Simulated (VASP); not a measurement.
# Cd (Fd-3m) in VASP: a series of runs

The runs below take Cd through single point, with PBE.

Everything below comes from runs of VASP 6.6.1. Logs are shortened: lines on timing, memory, paths and dates and some standing lists are left out, and cuts for length are marked.

### 1 The cell of the first run

Symmetry: Fd-3m, No. 227, cubic system. Conventional cell: a = 6.680 Å, b = 6.680 Å, c = 6.680 Å, α = 90.00°, β = 90.00°, γ = 90.00°. Cd (site symmetry -43m) has 4 Cd at 2.89 Å within 3.8 Å.

### 2 Single point, PBE

The input, INCAR:

```
SYSTEM = Cd
  ALGO = Normal
  EDIFF = 1E-7
  ENCUT = 520
  GGA = PE
  ISIF = 2
  ISMEAR = -1
  LASPH = .True.
  LCHARG = .False.
  LREAL = .False.
  LWAVE = .False.
  NBANDS = 19
  NELM = 60
  PREC = Accurate
  SIGMA = 0.1
```

The input, KPOINTS:

```
k-points
0
Gamma
  9 9 9
  0 0 0
```

The input, POSCAR:

```
Cd
1.0
    0.0000000000      3.3402176383      3.3402176383
    3.3402176383      0.0000000000      3.3402176383
    3.3402176383      3.3402176383      0.0000000000
Cd
2
Direct
    0.1250000000      0.1250000000      0.1250000000
    0.8750000000      0.8750000000      0.8750000000
```

Potentials or basis: VASP PAW PBE potentials, release 64 (Cd).

On the command line:

```console
$ cat potpaw_PBE.64/Cd/POTCAR > POTCAR
$ mpirun -np 1 vasp_std > vasp.out
```

OUTCAR:

```text
SYSTEM = Cd
   EDIFF = 1E-7
   ENCUT = 520
   GGA = PE
   ISIF = 2
   ISMEAR = -1
   LASPH = .True.
   LREAL = .False.
   NELM = 60
   PREC = Accurate

 ion  position               nearest neighbor table
   1  0.125  0.125  0.125-   2 2.89   2 2.89   2 2.89   2 2.89
   2  0.875  0.875  0.875-   1 2.89   1 2.89   1 2.89   1 2.89

  LATTYP: Found a face centered cubic cell.
 ALAT       =     6.6804352766

  Lattice vectors:

 A1 = (   0.0000000000,   3.3402176383,   3.3402176383)
 A2 = (   3.3402176383,   0.0000000000,   3.3402176383)
 A3 = (   3.3402176383,   3.3402176383,   0.0000000000)

Analysis of symmetry for initial positions (statically):
=====================================================================
 Subroutine PRICEL returns:
 Original cell was already a primitive cell.

 Routine SETGRP: Setting up the symmetry group for a
 face centered cubic supercell.

 Subroutine GETGRP returns: Found 48 space group operations
 (whereof 12 operations were pure point group operations)
 out of a pool of 48 trial point group operations.

The static configuration has the point symmetry D_3d.
 The point group associated with its full space group is O_h .

Analysis of symmetry for dynamics (positions and initial velocities):
=====================================================================
 Subroutine PRICEL returns:
 Original cell was already a primitive cell.

 Routine SETGRP: Setting up the symmetry group for a
 face centered cubic supercell.

 Subroutine GETGRP returns: Found 48 space group operations
 (whereof 12 operations were pure point group operations)
 out of a pool of 48 trial point group operations.

The dynamic configuration has the point symmetry D_3d.
 The point group associated with its full space group is O_h .

 Subroutine INISYM returns: Found 48 space group operations
 (whereof 12 operations are pure point group operations),
 and found     1 'primitive' translations

----------------------------------------------------------------------------------------

                                     Primitive cell

  volume of cell :      74.5340

  direct lattice vectors                    reciprocal lattice vectors
     0.000000000  3.340217638  3.340217638    -0.149690845  0.149690845  0.149690845
     3.340217638  0.000000000  3.340217638     0.149690845 -0.149690845  0.149690845
     3.340217638  3.340217638  0.000000000     0.149690845  0.149690845 -0.149690845

  length of vectors
     4.723781085  4.723781085  4.723781085     0.259272149  0.259272149  0.259272149

  position of ions in fractional coordinates (direct lattice)
     0.125000000  0.125000000  0.125000000
     0.875000000  0.875000000  0.875000000

  ion indices of the primitive-cell ions
   primitive index   ion index
                 1           1
                 2           2

----------------------------------------------------------------------------------------

 KPOINTS: k-points

Automatic generation of k-mesh.
 Grid dimensions read from file:
 generate k-points for:    9    9    9

 Generating k-lattice:

  Cartesian coordinates                     Fractional coordinates (reciprocal lattice)
    -0.016632316  0.016632316  0.016632316     0.111111111  0.000000000  0.000000000
     0.016632316 -0.016632316  0.016632316     0.000000000  0.111111111  0.000000000
     0.016632316  0.016632316 -0.016632316     0.000000000  0.000000000  0.111111111

  Length of vectors
     0.028808017  0.028808017  0.028808017

  Shift w.r.t. Gamma in fractional coordinates (k-lattice)
     0.000000000  0.000000000  0.000000000

 Subroutine IBZKPT returns following result:
 ===========================================

 Found     35 irreducible k-points:

 Following reciprocal coordinates:
            Coordinates               Weight
  0.000000  0.000000  0.000000      1.000000
  0.111111  0.000000  0.000000      8.000000
  0.222222  0.000000  0.000000      8.000000
  0.333333  0.000000  0.000000      8.000000
  0.444444  0.000000  0.000000      8.000000
  0.111111  0.111111  0.000000      6.000000
[... 16 lines left out ...]
 -0.333333  0.333333  0.000000     12.000000
  0.444444  0.444444  0.000000      6.000000
 [... further k-points ...]
   k-points           NKPTS =     35   k-points in BZ     NKDIM =     35   number of bands    NBANDS=     19
   number of dos      NEDOS =    301   number of ions     NIONS =      2
   total plane-waves  NPLWV =  46656
   dimension x,y,z NGX =    36 NGY =   36 NGZ =   36
   dimension x,y,z NGXF=    72 NGYF=   72 NGZF=   72
   ions per type =               2
   NGX,Y,Z   is equivalent  to a cutoff of  12.67, 12.67, 12.67 a.u.
   NGXF,Y,Z  is equivalent  to a cutoff of  25.34, 25.34, 25.34 a.u.
 SYSTEM =  Cd
   PREC   = accura    normal or accurate (medium, high low for compatibility)
   ISTART =      0    job   : 0-new  1-cont  2-samecut
   ICHARG =      2    charge: 1-file 2-atom 10-const
   ISPIN  =      1    spin polarized calculation?
   LNONCOLLINEAR =      F non collinear calculations
   LSORBIT =      F    spin-orbit coupling
   LASPH  =      T    aspherical Exc in radial PAW
   ENCUT  =  520.0 eV  38.22 Ry    6.18 a.u.   8.78  8.78  8.78*2*pi/ulx,y,z
   NELM   =     60;   NELMIN=  2; NELMDL= -5     # of ELM steps
   EDIFF  = 0.1E-06   stopping-criterion for ELM
   LREAL  =      F    real-space projection
   EDIFFG = 0.1E-05   stopping-criterion for IOM
   NSW    =      0    number of steps for IOM
   IBRION =     -1    ionic relax: 0-MD 1-quasi-New 2-CG
   NFREE  =      0    steps in history (QN), initial steepest desc. (CG)
   ISIF   =      2    stress and relaxation
   ISYM   =      2    0-nonsym 1-usesym 2-fastsym
   POTIM  = 0.5000    time-step for ionic-motion
   TEBEG  =    0.0;   TEEND  =   0.0 temperature during run
   PSTRESS=    0.0 pullay stress
   NELECT =      24.0000    total number of electrons
   NUPDOWN=      -1.0000    fix difference up-down
   EMIN   =  10.00;   EMAX   =-10.00  energy-range for DOS
   EFERMI =   0.00;   METHOD = LEGACY
   ISMEAR =    -1;   SIGMA  =   0.10  broadening in eV -4-tet -1-fermi 0-gaus
   EFERMI_NEDOS =   21; number of points for ismear=-14 and -15
   IALGO  =     38    algorithm
   IMIX   =      4    mixing-type and parameters
     AMIX     =   0.40;   BMIX     =  1.00
     AMIX_MAG =   1.60;   BMIX_MAG =  1.00
  volume/ion in A,a.u.               =      37.27       251.49
  Fermi-wavevector in a.u.,A,eV,Ry     =   1.122089  2.120440 17.130862  1.259083
  Thomas-Fermi vector in A             =   2.258746
   LORBIT       =      0    0 simple, 1 ext, 2 COOP (PROOUT), +10 PAW based schemes
   GGA     = PE    functional components
   LHFCALC =     F    Hartree Fock is set to
   AEXX    =    0.0000 exact exchange contribution
   IVDW    =     0    specifies the selected vdW correction
   LEPSILON=     F    determine dielectric tensor
   LRPA    =     F    only Hartree local field effects (RPA)
 non-spin polarized calculation
  energy-cutoff  :      520.00
  volume of cell :       74.53
 maximum number of plane-waves:      2020
   NGX = 17   NGY = 17   NGZ = 17

 number of electron      24.0000001 magnetization

 Free energy of the ion-electron system (eV)
  ---------------------------------------------------
  ext. energy  EPLUGINS =         0.00000000
  ---------------------------------------------------
  free energy    TOTEN  =        -0.85876759 eV

  energy without entropy =       -0.81868863  energy(sigma->0) =       -0.83872811

 E-fermi :   0.1057     XC(G=0):  -8.1234

 val. band max:        0.0792662669   @ k =   0.3333   0.2222   0.0000
 cond. band min:       0.1077366493   @ k =  -0.2222   0.3333   0.1111
 fundamental gap:      0.0284703824
 Fermi energy:         0.1056897026

 k-point     1 :       0.0000    0.0000    0.0000
  band No.  band energies     occupation
      1      -9.0211      2.00000
      2      -9.0211      2.00000
      3      -9.0211      2.00000
      4      -8.9688      2.00000
      5      -8.9688      2.00000
      6      -8.3344      2.00000
[... 11 lines left out ...]
     18       5.5732      0.00000
     19       7.0092      0.00000

 k-point     2 :       0.1111    0.0000    0.0000
  band No.  band energies     occupation
      1      -9.0504      2.00000
      2      -9.0504      2.00000
      3      -9.0180      2.00000
      4      -8.9287      2.00000
      5      -8.9287      2.00000
      6      -8.3491      2.00000
[... 11 lines left out ...]
     18       6.5054      0.00000
     19       7.9129      0.00000

 k-point     3 :       0.2222    0.0000    0.0000
  band No.  band energies     occupation
      1      -9.0764      2.00000
      2      -9.0764      2.00000
      3      -9.0107      2.00000
      4      -8.8791      2.00000
      5      -8.8791      2.00000
      6      -8.3858      2.00000
[... 11 lines left out ...]
     18       7.7540      0.00000
     19       8.0707      0.00000

 k-point     4 :       0.3333    0.0000    0.0000
  band No.  band energies     occupation
      1      -9.0835      2.00000
      2      -9.0835      2.00000
      3      -9.0027      2.00000
      4      -8.8538      2.00000
      5      -8.8538      2.00000
      6      -8.4271      2.00000
[... 11 lines left out ...]
     18       7.4583      0.00000
     19       9.2733      0.00000

 k-point     5 :       0.4444    0.0000    0.0000
  band No.  band energies     occupation
      1      -9.0805      2.00000
      2      -9.0805      2.00000
      3      -8.9975      2.00000
      4      -8.8507      2.00000
      5      -8.8507      2.00000
      6      -8.4541      2.00000
[... 11 lines left out ...]
     18       7.1491      0.00000
     19      10.8334      0.00000

 k-point     6 :       0.1111    0.1111    0.0000
  band No.  band energies     occupation
      1      -9.0688      2.00000
      2      -9.0306      2.00000
      3      -9.0306      2.00000
      4      -8.9444      2.00000
      5      -8.8901      2.00000
      6      -8.4212      2.00000
[... 11 lines left out ...]
     18       6.6744      0.00000
     19       8.0406      0.00000

 k-point     7 :       0.2222    0.1111    0.0000
  band No.  band energies     occupation
      1      -9.0951      2.00000
      2      -9.0502      2.00000
      3      -9.0276      2.00000
      4      -8.9035      2.00000
      5      -8.8341      2.00000
      6      -8.4831      2.00000
[... 11 lines left out ...]
     18       7.3039      0.00000
     19       8.6254      0.00000

 k-point     8 :       0.3333    0.1111    0.0000
  band No.  band energies     occupation
      1      -9.1135      2.00000
      2      -9.0663      2.00000
      3      -9.0087      2.00000
      4      -8.8643      2.00000
      5      -8.7982      2.00000
      6      -8.5151      2.00000
[... 256 lines left out ...]
 k-point    20 :       0.3333    0.3333    0.0000
  band No.  band energies     occupation
      1      -9.0824      2.00000
      2      -9.0771      2.00000
      3      -9.0771      2.00000
      4      -8.7686      2.00000
      5      -8.7499      2.00000
      6      -8.6307      2.00000
[... 11 lines left out ...]
     18       9.7930      0.00000
     19      10.6214      0.00000

 k-point    21 :       0.4444    0.3333    0.0000
  band No.  band energies     occupation
      1      -9.1247      2.00000
      2      -9.0882      2.00000
      3      -9.0143      2.00000
      4      -8.8004      2.00000
      5      -8.7101      2.00000
      6      -8.5782      2.00000
[... 11 lines left out ...]
     18       9.9027      0.00000
     19      12.2259      0.00000

 k-point    22 :      -0.4444    0.3333    0.0000
  band No.  band energies     occupation
      1      -9.1611      2.00000
      2      -9.1013      2.00000
      3      -8.9548      2.00000
      4      -8.7683      2.00000
      5      -8.6575      2.00000
      6      -8.5931      2.00000
[... 11 lines left out ...]
     18       9.4347      0.00000
     19      10.8022      0.00000

 k-point    23 :      -0.3333    0.3333    0.0000
  band No.  band energies     occupation
      1      -9.1705      2.00000
      2      -9.1136      2.00000
      3      -8.9278      2.00000
      4      -8.6942      2.00000
      5      -8.6617      2.00000
      6      -8.6470      2.00000
[... 11 lines left out ...]
     18       8.7234      0.00000
     19       9.1335      0.00000

 k-point    24 :       0.4444    0.4444    0.0000
  band No.  band energies     occupation
      1      -9.0918      2.00000
      2      -9.0918      2.00000
      3      -9.0164      2.00000
      4      -8.9019      2.00000
      5      -8.6397      2.00000
      6      -8.5043      2.00000
[... 11 lines left out ...]
     18      11.2322      0.00000
     19      12.1332      0.00000

 [... further k-points ...]
[... 5 lines left out ...]
  --------------------------------------------------------------------------------------
  -------------------------------------------------------------------------------------
  Total        0.0709245      0.0709245      0.0709245      0.0000000     -0.0000000      0.0000000
  in kB        1.5245881      1.5245881      1.5245881      0.0000000     -0.0000000      0.0000000
  external PRESSURE =       1.5245881 kB  Pullay stress =       0.0000000 kB

 VOLUME and BASIS-vectors are now :
 -----------------------------------------------------------------------------
  energy-cutoff  :      520.00
  volume of cell :       74.53
      direct lattice vectors                 reciprocal lattice vectors
     0.000000000  3.340217638  3.340217638    -0.149690845  0.149690845  0.149690845
     3.340217638  0.000000000  3.340217638     0.149690845 -0.149690845  0.149690845
     3.340217638  3.340217638  0.000000000     0.149690845  0.149690845 -0.149690845

 POSITION                                       TOTAL-FORCE (eV/Angst)
 -----------------------------------------------------------------------------------
      0.83505      0.83505      0.83505         0.000000      0.000000      0.000000
      5.84538      5.84538      5.84538        -0.000000     -0.000000     -0.000000
 -----------------------------------------------------------------------------------
    total drift:                                0.000000      0.000000      0.000000

  FREE ENERGIE OF THE ION-ELECTRON SYSTEM (eV)
  ---------------------------------------------------
  free  energy   TOTEN  =        -0.8587675851 eV

  energy  without entropy=       -0.8186886265  energy(sigma->0) =       -0.83872811
```

Wall time 36 s (1 thread of Intel Xeon 6975P-C, shared host); peak memory 0.21 GiB.

Results:

| Property | Result |
| --- | --- |
| Free energy | -0.8588 eV |
| Pressure | 0.2 GPa |
| Band gap on the k mesh | zero (band 12 reaches 4.36 eV, above the bottom of band 13 at -0.29 eV) |

[end of part 1 of 2]
